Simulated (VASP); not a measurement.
A run of VASP 6.6.1 is set up as follows.

Contents of POSCAR:

```
KHF2
1.0
   -2.8068377300      2.8068377300      3.3652494500
    2.8068377300     -2.8068377300      3.3652494500
    2.8068377300      2.8068377300     -3.3652494500
K H F
2 2 4
Direct
    0.2500000000      0.2500000000      0.0000000000
    0.7500000000      0.7500000000      0.0000000000
    0.5000000000      0.0000000000      0.5000000000
    0.0000000000      0.5000000000      0.5000000000
    0.6434300175      0.1434300175      0.7868600350
    0.1434300175      0.3565699825      0.5000000000
    0.3565699825      0.8565699825      0.2131399650
    0.8565699825      0.6434300175      0.5000000000
```

Contents of INCAR.step1:

```
  PREC = Accurate
  ENCUT = 520
  ISMEAR = -1
  SIGMA = 0.02
  LREAL = False
  LASPH = True
  NELM = 60
  NBANDS = 34
  GGA = PE
  ALGO = Normal
  EDIFF = 1E-4
  LWAVE = True
  LCHARG = False
```

INCAR.step2

```
  PREC = Accurate
  ENCUT = 520
  EDIFF = 1E-7
  ISMEAR = -1
  SIGMA = 0.02
  LREAL = False
  LASPH = True
  NELM = 60
  ALGO = Normal
  ISIF = 2
  LWAVE = False
  LCHARG = True
  METAGGA = R2SCAN
  LMIXTAU = True
  LELF = True
  LVHAR = True
  NBANDS = 34
  ISTART = 1
```

File KPOINTS:

```
Automatic mesh
0
Gamma
  8 8 8
```

Potentials or basis: VASP PAW PBE potentials, release 64 (K_sv, H, F).

Command:

```console
$ cat potpaw_PBE.64/K_sv/POTCAR potpaw_PBE.64/H/POTCAR potpaw_PBE.64/F/POTCAR > POTCAR
$ cp INCAR.step1 INCAR
$ mpirun -np 1 vasp_std > vasp.out
$ cp INCAR.step2 INCAR
$ mpirun -np 1 vasp_std > vasp.out
```

(1) Estimate the largest force.

(2) What does it give for the pressure?

(3) What does it give for the band gap on the k mesh?

Results:

(1) 0.083 eV/Å.

(2) 0.0 GPa.

(3) 7.98 eV (least direct gap 8.04 eV).

Caveat: the PAW data sets were made with another functional, which shifts forces and pressure a little.
